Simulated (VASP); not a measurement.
A run of VASP 6.6.1:

The input INCAR:

```
PREC = Accurate
ENCUT = 1000
EDIFF = 1E-6
ISMEAR = -1
SIGMA = 0.05
LREAL = Auto
LASPH = True
NELM = 120
ALGO = Normal
ISIF = 2
LWAVE = False
LCHARG = False
GGA = PE
IVDW = 12
NBANDS = 74
GGA_COMPAT = False
```

File KPOINTS:

```
regular mesh
0
Gamma
  1 1 1
```

File POSCAR:

```
H3CN
1.0
    8.4343270000      0.0000000000      0.0000000000
    0.0000000000      8.4343270000      0.0000000000
    0.0000000000      0.0000000000      8.4343270000
N C H
8 8 24
Direct
    0.0318579064      0.7051540686      0.7980719742
    0.1540846116      0.6941514124      0.8373045057
    0.7847810501      0.5298822301      0.2460658687
    0.7961749645      0.6343007569      0.1716556638
    0.4569184951      0.4657988717      1.0490937807
    0.4965659975      0.3535788925      1.0077152569
    0.3179862483      0.7729603085      0.3360789782
    0.3446155218      0.8308665291      0.2226022301
    0.8383597174      0.0235347764      0.6291906871
    0.7662733494      0.0821405193      0.4662731241
    0.0230249550      0.0777892534      0.1070506278
    0.0905347872      0.2322651232      0.1757460909
    0.2146229332      0.1054144569      0.5841367071
    0.1702803318      0.1902700713      0.7598353728
    0.6821528262      0.4703042697      0.6544801974
    0.4994707936      0.4777026075      0.6337079414
    0.7516545185      0.0259771764      0.7243850043
    0.8259935855     -0.0962021036      0.6307320074
    0.9437978869      0.0575386750      0.6715058593
    0.8245945409      0.0094376232      0.3805045737
    0.6337197977      0.0450776926      0.4848519627
    0.8183818341      0.1923093568      0.4230687285
   -0.0323558714      0.0865154979     -0.0106232542
    0.1162155558      0.0016006019      0.0715172651
   -0.0665257584      0.0234043570      0.2016521294
    0.2159982652      0.2399717251      0.1668894270
    0.0587124497      0.3561279993      0.1122318355
    0.0219223182      0.2452596396      0.2947597360
    0.1467455554     -0.0105876853      0.5880967148
    0.1772162735      0.1971111625      0.5095249449
    0.3429674946      0.1176383131      0.6298072152
    0.2738926295      0.2576613404      0.7960445451
    0.0506857275      0.2889857128      0.7722252173
    0.1838083821      0.1160021422      0.8548162764
    0.7543577573      0.5592858802      0.5870652158
    0.6873221776      0.4758174541      0.7778213958
    0.7118765967      0.3454810325      0.5952697826
    0.4544760951      0.4073354045      0.7373320954
    0.4542508252      0.5938351691      0.6303526055
    0.4299335323      0.4241832217      0.5249025797
```

Potentials or basis: VASP PAW PBE potentials, release 64 (N_h, C_h, H_h).

The run is started by

```sh
$ cat potpaw_PBE.64/N_h/POTCAR potpaw_PBE.64/C_h/POTCAR potpaw_PBE.64/H_h/POTCAR > POTCAR
$ mpirun -np 1 vasp_gam > vasp.out
```

Hardware: 1 thread of Intel(R) Xeon(R) Platinum 8259CL CPU @ 2.50GHz (Skylake/Cascade Lake), on a shared host.

Question: Estimate the wall time of this run.

Answer: Run time: 5 min on 1 thread of Intel(R) Xeon(R) Platinum 8259CL CPU @ 2.50GHz (Skylake/Cascade Lake), on a shared host, peak memory 1.2 GiB. Counts: scf iterations 18, k points 1.
